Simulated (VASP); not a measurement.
Set up this calculation in VASP 6.6.1, as the native input.

```yaml
Task: single point
Functional: PBE
Dispersion: D3(BJ)
Potentials_or_basis: VASP PAW PBE potentials, release 64 (O_h, H_h, C_h)
Cutoff: 1000 eV
k_mesh: 1 × 1 × 1
Occupations: fermi-dirac, width 0.02 eV
Spin: no spin polarisation
Dipole_correction: no
Further_INCAR_settings: LREAL = Auto; ALGO = Normal; EDIFF = 1e-06; NBANDS = 69
```

The structure of H22CO11 lies in POSCAR:

```
H22CO11
1.0
    7.1203670000      0.0000000000      0.0000000000
    0.0000000000      7.1203670000      0.0000000000
    0.0000000000      0.0000000000      7.1203670000
O H C
11 22 1
Direct
    0.5509828356      0.1441217847      0.4723773367
    0.0985482911      0.6229454184      0.3869744354
    0.5303799650      0.9000659657      0.9497122831
    0.8824685582      0.5857563241      0.9960722530
    0.4772506810      0.5776247207      0.2763200268
    0.3752194234      0.4033780843      0.7947624048
    0.2983694520      1.0615604505      0.2381899697
    0.7202156855      0.8322745162      0.6508091507
    0.7634157060      0.8607842826      0.2351423740
    0.2564474556      0.7474333837      0.8276118352
   -0.0915121369      0.2299319684      0.6911160619
    0.2477400392      0.3504594637     -0.2109582273
    0.5576117074      0.0974809304      0.3449400853
    0.0192405813      0.5523310807      0.3019366839
    0.2226289740      0.5656169127      0.3743767702
    0.4789640759      1.0151302594      1.0041476795
   11.7573434066     13.5278841666     -1.0007911109
    0.8721601007      0.7017896690      1.0824582497
    1.4016131472      0.8388050784      0.8956701249
    0.5065750122      0.4448927984      0.2603798372
    0.4314665241      0.6229173300      0.1551886300
    0.4413255665      0.3312329266      0.6976747126
    0.3041556706      0.6235352756      0.7868414648
    0.2564474556      0.9494313987      0.3046472183
    0.1955376738      1.1481571104      0.2601972623
    0.6601204685      0.8892238279      0.7689772170
    0.6187742851      0.7515623844      0.6041121195
    0.6792065634      0.8830584154      0.1250918668
    0.6863972040      0.7757043984      0.3098997566
    0.1116234599      0.7466188189      0.7906755368
    0.6629995336      1.0938902447      0.5350145575
   -0.1375631340      0.5214197527      0.7047249109
   -0.1570424671      0.2712641076      0.5786639930
   -1.0808291202     -0.3450103064      0.7646235089
```

The input as run:

INCAR

```
ALGO = Normal
EDIFF = 1E-6
ENCUT = 1000
GGA = PE
GGA_COMPAT = False
ISIF = 2
ISMEAR = -1
IVDW = 12
LASPH = True
LCHARG = True
LELF = True
LREAL = Auto
LVHAR = True
LWAVE = False
NBANDS = 69
NELM = 120
PREC = Accurate
SIGMA = 0.02
```

KPOINTS

```
k-points
0
Gamma
  1 1 1
```

Potentials or basis: VASP PAW PBE potentials, release 64 (O_h, H_h, C_h).

The run is started by

```console
$ cat potpaw_PBE.64/O_h/POTCAR potpaw_PBE.64/H_h/POTCAR potpaw_PBE.64/C_h/POTCAR > POTCAR
$ mpirun -np 1 vasp_gam > vasp.out
```

It gave:

| Quantity | Value |
| --- | --- |
| Pressure | -0.2 GPa |
| Largest force | 1.226 eV/Å |
| Band gap on the k mesh | 0.85 eV |
| Dispersion energy per atom | -0.035 eV |

Caveat: the k points lie up to 0.88 Å⁻¹ apart, too coarse for converged energies, forces and pressures; the atoms stand as in a frame of molecular dynamics.

It took 89 s on 1 thread of Intel(R) Xeon(R) 6975P-C (Granite Rapids), on a shared host, peak memory 0.88 GiB.
